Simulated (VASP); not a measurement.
A run of VASP 6.6.1 is set up as follows.

INCAR

```
ALGO = Normal ; EDIFF = 1E-6
ENCUT = 520 ; GGA = PE
ISIF = 2 ; ISMEAR = 0
LASPH = T ; LCHARG = F
LREAL = F ; LWAVE = F
NBANDS = 27 ; NELM = 100
PREC = Accurate ; SIGMA = 0.1
```

KPOINTS

```
k-points
0
Gamma
  6 6 4
```

POSCAR

```
InAgF2
1.0
    3.4102466000      0.0000000000      0.0000000000
   -1.7051233000      2.9533601900      0.0000000000
    0.0000000000      0.0000000000      5.6175727200
In Ag F
1 1 2
Direct
    0.0000000000      0.0000000000      0.0000000000
    0.0000000000      0.0000000000      0.5000000000
    0.3333333300      0.6666666700      0.7587244300
    0.6666666700      0.3333333300      0.2412755700
```

Potentials or basis: VASP PAW PBE potentials, release 64 (In_d, Ag, F).

Command:

```bash
$ cat potpaw_PBE.64/In_d/POTCAR potpaw_PBE.64/Ag/POTCAR potpaw_PBE.64/F/POTCAR > POTCAR
$ mpirun -np 1 vasp_std > vasp.out
```

(1) Estimate the pressure.

(2) What does it give for the largest force?

(3) What does it give for the band gap on the k mesh?

Answers

(1) 23.8 GPa.

(2) 0.722 eV/Å.

(3) zero (band 19 reaches 7.98 eV, above the bottom of band 20 at 5.98 eV).

Caveat: spin-orbit coupling is left out, which moves the levels of the heavy elements.
